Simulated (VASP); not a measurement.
# Rh in VASP: a series of runs

The runs below take Rh through single point, with r2SCAN.

Program: VASP 6.6.1. These are calculated values, not measurements. Logs are shortened: lines on timing, memory, paths and dates and some standing lists are left out, and cuts for length are marked.

### 1 The cell of the first run

The cell holds a wire or tube with vacuum around it, 1 atom: a = 9.000 Å, b = 9.300 Å, c = 2.394 Å, α = 90.00°, β = 90.00°, γ = 90.00°.

### 2 Single point, r2SCAN, collinear spin, ferromagnetic start

The input, POSCAR:

```
Rh
1.0
    9.0000000000      0.0000000000      0.0000000000
    0.0000000000      9.3000000000      0.0000000000
    0.0000000000      0.0000000000      2.3938788393
Rh
1
Direct
    0.5000000000      0.5000000000      0.0000000000
```

The input, INCAR.step1:

```
  ALGO = Normal
  EDIFF = 1E-4
  ENCUT = 520
  GGA = PE
  ISMEAR = 0
  ISPIN = 2
  LASPH = True
  LCHARG = False
  LMAXMIX = 4
  LREAL = False
  LWAVE = True
  MAGMOM = 1.5
  NBANDS = 18
  NELM = 150
  PREC = Accurate
  SIGMA = 0.05
```

The input, INCAR.step2:

```
  ALGO = Normal
  EDIFF = 1E-6
  ENCUT = 520
  ISIF = 2
  ISMEAR = 0
  ISPIN = 2
  ISTART = 1
  LASPH = True
  LCHARG = False
  LMAXMIX = 4
  LMIXTAU = True
  LORBIT = 11
  LREAL = False
  LWAVE = False
  MAGMOM = 1.5
  METAGGA = R2SCAN
  NBANDS = 18
  NELM = 150
  PREC = Accurate
  SIGMA = 0.05
```

The input, KPOINTS:

```
k-points
0
Gamma
  1 1 26
```

Potentials or basis: VASP PAW PBE potentials, release 64 (Rh_pv).

Run with:

```bash
cat potpaw_PBE.64/Rh_pv/POTCAR > POTCAR
cp INCAR.step1 INCAR
mpirun -np 1 vasp_std > vasp.out
cp INCAR.step2 INCAR
mpirun -np 1 vasp_std > vasp.out
```

OUTCAR:

```text
EDIFF = 1E-6
   ENCUT = 520
   ISIF = 2
   ISMEAR = 0
   ISPIN = 2
   ISTART = 1
   LASPH = True
   LORBIT = 11
   LREAL = False
   METAGGA = R2SCAN
   NELM = 150
   PREC = Accurate

 ion  position               nearest neighbor table
   1  0.500  0.500  0.000-

  LATTYP: Found a simple orthorhombic cell.
 ALAT       =     2.3938788393
 B/A-ratio  =     3.7595887696
 C/A-ratio  =     3.8849083952

  Lattice vectors:

 A1 = (   0.0000000000,   0.0000000000,   2.3938788393)
 A2 = (   9.0000000000,   0.0000000000,   0.0000000000)
 A3 = (   0.0000000000,   9.3000000000,   0.0000000000)

Analysis of symmetry for initial positions (statically):
=====================================================================
 Subroutine PRICEL returns:
 Original cell was already a primitive cell.

 Routine SETGRP: Setting up the symmetry group for a
 simple orthorhombic supercell.

 Subroutine GETGRP returns: Found  8 space group operations
 (whereof  8 operations were pure point group operations)
 out of a pool of  8 trial point group operations.

The static configuration has the point symmetry D_2h.

Analysis of symmetry for dynamics (positions and initial velocities):
=====================================================================
 Subroutine PRICEL returns:
 Original cell was already a primitive cell.

 Routine SETGRP: Setting up the symmetry group for a
 simple orthorhombic supercell.

 Subroutine GETGRP returns: Found  8 space group operations
 (whereof  8 operations were pure point group operations)
 out of a pool of  8 trial point group operations.

The dynamic configuration has the point symmetry D_2h.

Analysis of structural, dynamic, and magnetic symmetry:
=====================================================================
 Subroutine PRICEL returns:
 Original cell was already a primitive cell.

 Routine SETGRP: Setting up the symmetry group for a
 simple orthorhombic supercell.

 Subroutine GETGRP returns: Found  8 space group operations
 (whereof  8 operations were pure point group operations)
 out of a pool of  8 trial point group operations.

The overall configuration has the point symmetry D_2h.

 Subroutine INISYM returns: Found  8 space group operations
 (whereof  8 operations are pure point group operations),
 and found     1 'primitive' translations

----------------------------------------------------------------------------------------

                                     Primitive cell

  volume of cell :     200.3677

  direct lattice vectors                    reciprocal lattice vectors
     9.000000000  0.000000000  0.000000000     0.111111111  0.000000000  0.000000000
     0.000000000  9.300000000  0.000000000     0.000000000  0.107526882  0.000000000
     0.000000000  0.000000000  2.393878839     0.000000000  0.000000000  0.417732086

  length of vectors
     9.000000000  9.300000000  2.393878839     0.111111111  0.107526882  0.417732086

  position of ions in fractional coordinates (direct lattice)
     0.500000000  0.500000000  0.000000000

  ion indices of the primitive-cell ions
   primitive index   ion index
                 1           1

----------------------------------------------------------------------------------------

 KPOINTS: k-points

Automatic generation of k-mesh.
 Grid dimensions read from file:
 generate k-points for:    1    1   26

 Generating k-lattice:

  Cartesian coordinates                     Fractional coordinates (reciprocal lattice)
     0.111111111  0.000000000  0.000000000     1.000000000  0.000000000  0.000000000
     0.000000000  0.107526882  0.000000000     0.000000000  1.000000000  0.000000000
     0.000000000  0.000000000  0.016066619     0.000000000  0.000000000  0.038461538

  Length of vectors
     0.111111111  0.107526882  0.016066619

  Shift w.r.t. Gamma in fractional coordinates (k-lattice)
     0.000000000  0.000000000  0.000000000

 Subroutine IBZKPT returns following result:
 ===========================================

 Found     14 irreducible k-points:

 Following reciprocal coordinates:
            Coordinates               Weight
  0.000000  0.000000  0.000000      1.000000
  0.000000  0.000000  0.038462      2.000000
  0.000000  0.000000  0.076923      2.000000
  0.000000  0.000000  0.115385      2.000000
  0.000000  0.000000  0.153846      2.000000
  0.000000  0.000000  0.192308      2.000000
  0.000000  0.000000  0.230769      2.000000
  0.000000  0.000000  0.269231      2.000000
  0.000000  0.000000  0.307692      2.000000
  0.000000  0.000000  0.346154      2.000000
  0.000000  0.000000  0.384615      2.000000
  0.000000  0.000000  0.423077      2.000000
  0.000000  0.000000  0.461538      2.000000
  0.000000  0.000000  0.500000      1.000000
   k-points           NKPTS =     14   k-points in BZ     NKDIM =     14   number of bands    NBANDS=     18
   number of dos      NEDOS =    301   number of ions     NIONS =      1
   total plane-waves  NPLWV =  88200
   dimension x,y,z NGX =    70 NGY =   70 NGZ =   18
   dimension x,y,z NGXF=   140 NGYF=  140 NGZF=   36
   ions per type =               1
   NGX,Y,Z   is equivalent  to a cutoff of  12.93, 12.51, 12.50 a.u.
   NGXF,Y,Z  is equivalent  to a cutoff of  25.86, 25.03, 25.00 a.u.
 SYSTEM =  unknown system
   PREC   = accura    normal or accurate (medium, high low for compatibility)
   ISTART =      1    job   : 0-new  1-cont  2-samecut
   ICHARG =      0    charge: 1-file 2-atom 10-const
   ISPIN  =      2    spin polarized calculation?
   LNONCOLLINEAR =      F non collinear calculations
   LSORBIT =      F    spin-orbit coupling
   LASPH  =      T    aspherical Exc in radial PAW
   ENCUT  =  520.0 eV  38.22 Ry    6.18 a.u.  16.73 17.29  4.45*2*pi/ulx,y,z
   NELM   =    150;   NELMIN=  2; NELMDL=  0     # of ELM steps
   EDIFF  = 0.1E-05   stopping-criterion for ELM
   LREAL  =      F    real-space projection
   EDIFFG = 0.1E-04   stopping-criterion for IOM
   NSW    =      0    number of steps for IOM
   IBRION =     -1    ionic relax: 0-MD 1-quasi-New 2-CG
   NFREE  =      0    steps in history (QN), initial steepest desc. (CG)
   ISIF   =      2    stress and relaxation
   ISYM   =      2    0-nonsym 1-usesym 2-fastsym
   POTIM  = 0.5000    time-step for ionic-motion
   TEBEG  =    0.0;   TEEND  =   0.0 temperature during run
   PSTRESS=    0.0 pullay stress
   NELECT =      15.0000    total number of electrons
   NUPDOWN=      -1.0000    fix difference up-down
   EMIN   =  10.00;   EMAX   =-10.00  energy-range for DOS
   EFERMI =   0.00;   METHOD = LEGACY
   ISMEAR =     0;   SIGMA  =   0.05  broadening in eV -4-tet -1-fermi 0-gaus
   EFERMI_NEDOS =   21; number of points for ismear=-14 and -15
   IALGO  =     38    algorithm
   IMIX   =      4    mixing-type and parameters
     AMIX     =   0.40;   BMIX     =  1.00
     AMIX_MAG =   1.60;   BMIX_MAG =  1.00
  volume/ion in A,a.u.               =     200.37      1352.15
  Fermi-wavevector in a.u.,A,eV,Ry     =   0.689969  1.303852  6.477146  0.476057
  Thomas-Fermi vector in A             =   1.771204
   LORBIT       =     11    0 simple, 1 ext, 2 COOP (PROOUT), +10 PAW based schemes
   METAGGA = R2SCAN    functional components
   LHFCALC =     F    Hartree Fock is set to
   AEXX    =    0.0000 exact exchange contribution
   IVDW    =     0    specifies the selected vdW correction
   LEPSILON=     F    determine dielectric tensor
   LRPA    =     F    only Hartree local field effects (RPA)
 spin polarized calculation
 Gauss-broadening in eV      SIGMA  =   0.05
  energy-cutoff  :      520.00
  volume of cell :      200.37
 maximum number of plane-waves:      5455
 NGX is ok and might be reduce to    70
   NGX = 33   NGY = 35   NGZ =  9

 number of electron      14.9999998 magnetization       0.3782256

 Free energy of the ion-electron system (eV)
  ---------------------------------------------------
  ext. energy  EPLUGINS =         0.00000000
  ---------------------------------------------------
  free energy    TOTEN  =       -20.38238619 eV

  energy without entropy =      -20.37786830  energy(sigma->0) =      -20.38012724

 E-fermi :  -4.1319     XC(G=0):  -2.4607

 val. band max:       -4.1499490218   @ k =   0.0000   0.0000   0.4231
 cond. band min:      -4.1035828234   @ k =   0.0000   0.0000   0.4615
 fundamental gap:      0.0463661984
 Fermi energy:        -4.1319331228

 spin component 1

 k-point     1 :       0.0000    0.0000    0.0000
  band No.  band energies     occupation
      1     -51.1890      1.00000
      2     -51.0134      1.00000
      3     -51.0092      1.00000
      4      -9.1845      1.00000
      5      -5.4663      1.00000
      6      -5.4654      1.00000
[... 10 lines left out ...]
     17       3.2971      0.00000
     18       5.5074      0.00000
[... 253 lines left out ...]
 k-point    14 :       0.0000    0.0000    0.5000
  band No.  band energies     occupation
      1     -52.4266      1.00000
      2     -50.8714      1.00000
      3     -50.8671      1.00000
      4      -7.5241      1.00000
      5      -7.5237      1.00000
      6      -4.5101      1.00000
[... 10 lines left out ...]
     17       8.2477      0.00000
     18       8.4796      0.00000
 Fermi energy:        -4.1319331228

 spin component 2

 k-point     1 :       0.0000    0.0000    0.0000
  band No.  band energies     occupation
      1     -50.9119      1.00000
      2     -50.5883      1.00000
      3     -50.5833      1.00000
      4      -9.1083      1.00000
      5      -5.0855      1.00000
      6      -5.0846      1.00000
[... 10 lines left out ...]
     17       3.3030      0.00000
     18       5.4832      0.00000
[... 253 lines left out ...]
 k-point    14 :       0.0000    0.0000    0.5000
  band No.  band energies     occupation
      1     -52.1675      1.00000
      2     -50.4439      1.00000
      3     -50.4389      1.00000
      4      -7.2175      1.00000
      5      -7.2172      1.00000
      6      -4.0877      0.10562
[... 10 lines left out ...]
     17       8.2151      0.00000
     18       8.4134      0.00000

------------------------ aborting loop because EDIFF is reached ----------------------------------------

  FORCE on cell =-STRESS in cart. coord.  units (eV):
  Direction    XX          YY          ZZ          XY          YZ          ZX
  --------------------------------------------------------------------------------------
  -------------------------------------------------------------------------------------
  Total        0.2998944      0.3112928     -4.4135416      0.0000000      0.0000000     -0.0000000
  in kB        2.3980117      2.4891559    -35.2915057      0.0000000      0.0000000     -0.0000000
  external PRESSURE =     -10.1347794 kB  Pullay stress =       0.0000000 kB

 VOLUME and BASIS-vectors are now :
 -----------------------------------------------------------------------------
  energy-cutoff  :      520.00
  volume of cell :      200.37
      direct lattice vectors                 reciprocal lattice vectors
     9.000000000  0.000000000  0.000000000     0.111111111  0.000000000  0.000000000
     0.000000000  9.300000000  0.000000000     0.000000000  0.107526882  0.000000000
     0.000000000  0.000000000  2.393878839     0.000000000  0.000000000  0.417732086

 POSITION                                       TOTAL-FORCE (eV/Angst)
 -----------------------------------------------------------------------------------
      4.50000      4.65000      0.00000         0.000000      0.000000      0.000000
 -----------------------------------------------------------------------------------
    total drift:                                0.000000      0.000000      0.000000

  FREE ENERGIE OF THE ION-ELECTRON SYSTEM (eV)
  ---------------------------------------------------
  free  energy   TOTEN  =       -20.3823861861 eV

  energy  without entropy=      -20.3778683022  energy(sigma->0) =      -20.38012724

 total charge

# of ion       s       p       d       tot
------------------------------------------
    1        0.314   6.064   7.286  13.664

 magnetization (x)

# of ion       s       p       d       tot
------------------------------------------
    1        0.000   0.001   0.378   0.379
```

Wall time 5.8 min (1 thread of Intel Xeon 6975P-C (Granite Rapids), shared host); peak memory 0.44 GiB.

What came out:

* Free energy: -20.3824 eV
* Net moment: 0.38 μB per cell
* Site moments: Rh +0.38 μB
* Valence electrons inside the program's atomic spheres: Rh 13.66

Caveat: the PAW data sets were made with another functional, which shifts forces and pressure a little.

### 3 Single point, r2SCAN, collinear spin, ferromagnetic start

This run uses another cell than the first one.

POSCAR: that of step 2 with these lines changed.

```diff
@@ -4,3 +4,3 @@
     0.0000000000      9.3000000000      0.0000000000
-    0.0000000000      0.0000000000      2.3938788393
+    0.0000000000      0.0000000000      2.4182446607
 Rh
```

The input, INCAR.step1:

```
SYSTEM = Rh
ALGO = Normal
EDIFF = 1E-4
ENCUT = 520
GGA = PE
ISMEAR = 0
ISPIN = 2
LASPH = .TRUE.
LCHARG = .FALSE.
LMAXMIX = 4
LREAL = .FALSE.
LWAVE = .TRUE.
MAGMOM = 1.5
NBANDS = 18
NELM = 150
PREC = Accurate
SIGMA = 0.05
```

The input, INCAR.step2:

```
SYSTEM = Rh
ALGO = Normal
EDIFF = 1E-7
ENCUT = 520
ISIF = 2
ISMEAR = 0
ISPIN = 2
ISTART = 1
LASPH = .TRUE.
LCHARG = .FALSE.
LMAXMIX = 4
LMIXTAU = .TRUE.
LORBIT = 11
LREAL = .FALSE.
LWAVE = .FALSE.
MAGMOM = 1.5
METAGGA = R2SCAN
NBANDS = 18
NELM = 150
PREC = Accurate
SIGMA = 0.05
```

The input, KPOINTS:

```
k-points
0
G
  1 1 26
  0 0 0
```

Potentials or basis: VASP PAW PBE potentials, release 64 (Rh_pv).

Run with:

```bash
cat potpaw_PBE.64/Rh_pv/POTCAR > POTCAR
cp INCAR.step1 INCAR
mpirun -np 1 vasp_std > vasp.out
cp INCAR.step2 INCAR
mpirun -np 1 vasp_std > vasp.out
```

It took 3.8 min on 1 thread of Intel Xeon 6975P-C (Granite Rapids), shared host; peak memory 0.42 GiB.

The run converged. Its results:

* Free energy: -20.3380 eV
* Net moment: 0.69 μB per cell
* Site moments: Rh +0.60 μB
* Valence electrons inside the program's atomic spheres: Rh 13.63

Levels at points of the mesh, in eV from the Fermi level:
Spin up:
| k point | band 5 | band 6 | band 7 | band 8 | band 9 | band 10 | band 11 | band 12 |
| --- | --- | --- | --- | --- | --- | --- | --- | --- |
| (0.00, 0.00, 0.00) | -1.51 | -1.51 | -0.90 | 0.56 | 0.56 | 3.23 | 3.25 | 5.15 |
| (0.00, 0.00, 0.50) | -3.37 | -0.62 | -0.62 | 0.33 | 5.33 | 8.98 | 9.89 | 9.91 |
Spin down:
```csv
k point,band 3,band 4,band 5,band 6,band 7,band 8,band 9,band 10,band 11,band 12
"(0.00, 0.00, 0.00)",-46.46,-4.73,-0.88,-0.87,-0.51,1.06,1.06,3.39,3.41,5.16
"(0.00, 0.00, 0.50)",-46.33,-2.97,-2.97,0.07,0.07,1.02,5.40,9.28,10.14,10.16
```

Caveat: the PAW data sets were made with another functional, which shifts forces and pressure a little.

(Part 1 of 2 ends here.)
